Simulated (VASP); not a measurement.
Runs of VASP 6.6.1 on IrO2. The structure is that of space group P4_2/mnm (No. 136), or close to it. The cells are those of the table. 

```csv
cell,gap on the mesh (eV),pressure (GPa),largest force (eV/Å)
"a = 4.520, b = 4.520, c = 3.169 Å, 6 atoms",none,(b),0.10
"a = 4.475, b = 4.475, c = 3.137 Å, 6 atoms",none,14.1,0.06
"a = 4.608, b = 4.608, c = 3.231 Å, 6 atoms",none,-10.6,0.17
"a = 4.564, b = 4.564, c = 3.200 Å, 6 atoms",none,(a),0.14
"a = 4.429, b = 4.429, c = 3.105 Å, 6 atoms",none,25.6,0.01
```

Alike in all rows: task single point; level PBE; potentials or basis VASP PAW PBE potentials, release 64 (Ir, O); no spin polarisation; k mesh 5 × 5 × 7; cutoff (eV) 600; smearing fermi-dirac 0.1 eV.

Estimate the missing entries.

(a) -3.7; (b) 4.4.

Caveats: spin-orbit coupling is left out, which moves the levels of the heavy elements; the cell stands under pressure (at least some runs); the cell stands under tension (at least some runs); the stress differs along the axes, from 23 to 31 GPa (at least some runs).

A k mesh can miss the band edges, and the runs leave out spin-orbit coupling on Ir.

A gap of «none» marks levels without a gap at the run's occupations.
